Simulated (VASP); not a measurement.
# CdS (Greenockite): relaxation of cell and atoms with PBEsol

The system is CdS (Greenockite).

```
Cd S
1.0
     4.15000    0.00000    0.00000
    -2.07500    3.59401    0.00000
     0.00000    0.00000    6.73700
Cd S
2 2
Direct
  0.66667 0.33333 0.50000
  0.33333 0.66667 0.00000
  0.66667 0.33333 0.87500
  0.33333 0.66667 0.37500
```

```json
{
 "Program": "VASP 6.6.1",
 "Task": "relaxation of cell and atoms",
 "Functional": "PBEsol",
 "Potentials or basis": "VASP PAW PBE potentials, release 64 (Cd, S)",
 "Cutoff": "600 eV",
 "k mesh": "7 × 7 × 4",
 "Occupations": "fermi-dirac, width 0.05 eV",
 "Spin": "no spin polarisation",
 "Target pressure": "10 GPa",
 "Dipole correction": "no",
 "Further INCAR settings": "ALGO = Normal; EDIFF = 1e-06; IBRION = 2; EDIFFG = -0.02; NSW = 80; ISIF = 3"
}
```

```json
{
 "Relaxed volume": "21.98 Å³/atom",
 "Relaxed cell": "a = 3.964 Å, b = 3.964 Å, c = 6.462 Å, α = 90.00°, β = 90.00°, γ = 120.00°",
 "Space group after relaxing (to 0.05 Å)": "P6_3mc (No. 186)",
 "Energy change on relaxing (the enthalpy is what falls)": "+78.9 meV/atom",
 "Ionic steps": "7",
 "Pressure after relaxing": "10.0 GPa",
 "Band gap on the k mesh": "1.34 eV, direct"
}
```

Step by step:
```csv
step,energy change (eV),largest force (eV/Å),pressure (GPa),volume (Å³)
1,0.0000,0.0667,-0.69,100.48
2,1.3772,0.0534,25.94,78.03
3,0.3024,0.0362,9.72,88.15
4,0.3169,0.0350,10.00,87.91
5,0.3320,0.0337,10.29,87.67
6,0.3031,0.0282,9.72,88.14
7,0.3155,0.0015,10.00,87.93
```

Final structure:
```
Cd S
1.0
     3.96394    0.00000    0.00000
    -1.98197    3.43287    0.00000
     0.00000    0.00000    6.46201
Cd S
2 2
Direct
  0.66667 0.33333 0.49963
  0.33333 0.66667 0.99963
  0.66667 0.33333 0.87537
  0.33333 0.66667 0.37537
```

Levels at points of the mesh, in eV from the valence-band top:
```
           k point  band 16  band 17  band 18  band 19  band 20  band 21
(0.00, 0.00, 0.00)    -0.08     0.00     0.00     1.34     2.82     6.32
(0.00, 0.00, 0.50)    -0.50    -0.50    -0.50     2.97     2.97     6.18
```

It took 2.5 min on 1 thread of Intel(R) Xeon(R) 6975P-C (Granite Rapids), with other jobs on the host, peak memory 0.29 GiB.

Caveat: the cell is relaxed towards a set pressure, so the enthalpy falls and the energy may rise; the PAW data sets were made with another functional, which shifts forces and pressure a little. A hybrid or GW would open this gap; PBEsol tends to underestimate it.
